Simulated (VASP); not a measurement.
Here is a VASP 6.6.1 calculation.

Contents of INCAR:

```
ALGO = Normal
EDIFF = 1E-7
ENCUT = 520
GGA = PE
ISIF = 2
ISMEAR = -1
LASPH = True
LCHARG = False
LREAL = False
LWAVE = False
NBANDS = 35
NELM = 100
PREC = Accurate
SIGMA = 0.08
```

KPOINTS

```
k-points
0
Gamma
  11 11 3
```

Contents of POSCAR:

```
WSe2
1.0
    3.2899984505      0.0000000000      0.0000000000
   -1.6449992252      2.8492222365      0.0000000000
    0.0000000000      0.0000000000     13.2294000000
W Se
2 4
Direct
    0.3333333333      0.6666666667      0.2500000000
    0.6666666667      0.3333333333      0.7500000000
    0.3333333333      0.6666666667      0.6210000000
    0.6666666667      0.3333333333      0.1210000000
    0.3333333333      0.6666666667      0.8790000000
    0.6666666667      0.3333333333      0.3790000000
```

Potentials or basis: VASP PAW PBE potentials, release 64 (W_sv, Se).

The run is started by

```sh
$ cat potpaw_PBE.64/W_sv/POTCAR potpaw_PBE.64/Se/POTCAR > POTCAR
$ mpirun -np 1 vasp_std > vasp.out
```

Q: Estimate the band gap on the k mesh.

A: 1.01 eV (least direct gap 1.79 eV).

Q: Predict the largest force.

A: 0.326 eV/Å.

Stress tensor (GPa, compression positive):
```
 1.69  0.00  0.00
 0.00  1.69  0.00
 0.00  0.00 -0.67
```

Caveat: the cell differs from its parent crystal (zz strain of +2 %); spin-orbit coupling is left out, which moves the levels of the heavy elements; an odd mesh through Γ misses points on the zone boundary, where band edges can lie; this functional lacks dispersion, which binds the layers, so the pressure and a relaxed spacing across them are unreliable.
